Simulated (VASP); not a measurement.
Here is a VASP 6.6.1 calculation.

File INCAR:

```
ALGO = Normal ; EDIFF = 1E-6
ENCUT = 520 ; GGA = PS
ISIF = 2 ; ISMEAR = 0
LASPH = T ; LCHARG = F
LREAL = F ; LWAVE = F
NBANDS = 44 ; NELM = 60
PREC = Accurate ; SIGMA = 0.1
```

KPOINTS

```
k-points
0
Gamma
  12 12 2
```

Contents of POSCAR:

```
Ge2Sb2Te5
1.0
    4.1286109912      0.0000000000      0.0000000000
   -2.0643054956      3.5754820007      0.0000000000
    0.0000000000      0.0000000000     16.6543489894
Ge Sb Te
2 2 5
Direct
    0.0000000000      0.0000000000      0.3400707171
    0.0000000000      0.0000000000      0.6599292829
    0.3333333333      0.6666666667      0.1187800601
    0.6666666667      0.3333333333      0.8812199399
    0.0000000000      0.0000000000      0.0000000000
    0.3333333333      0.6666666667      0.7751663776
    0.6666666667      0.3333333333      0.2248336224
    0.3333333333      0.6666666667      0.4253679933
    0.6666666667      0.3333333333      0.5746320067
```

Potentials or basis: VASP PAW PBE potentials, release 64 (Ge_d, Sb, Te).

The run is started by

```sh
$ cat potpaw_PBE.64/Ge_d/POTCAR potpaw_PBE.64/Sb/POTCAR potpaw_PBE.64/Te/POTCAR > POTCAR
$ mpirun -np 1 vasp_std > vasp.out
```

(1) Estimate the pressure.

(2) What does it give for the band gap on the k mesh?

(3) Estimate the largest force.

## Answers

(1) 3.1 GPa.

(2) zero (bands 34 and 35 overlap by 0.12 eV).

(3) 0.031 eV/Å.

Caveat: the cell stands under pressure; the PAW data sets were made with another functional, which shifts forces and pressure a little; spin-orbit coupling is left out, which moves the levels of the heavy elements.
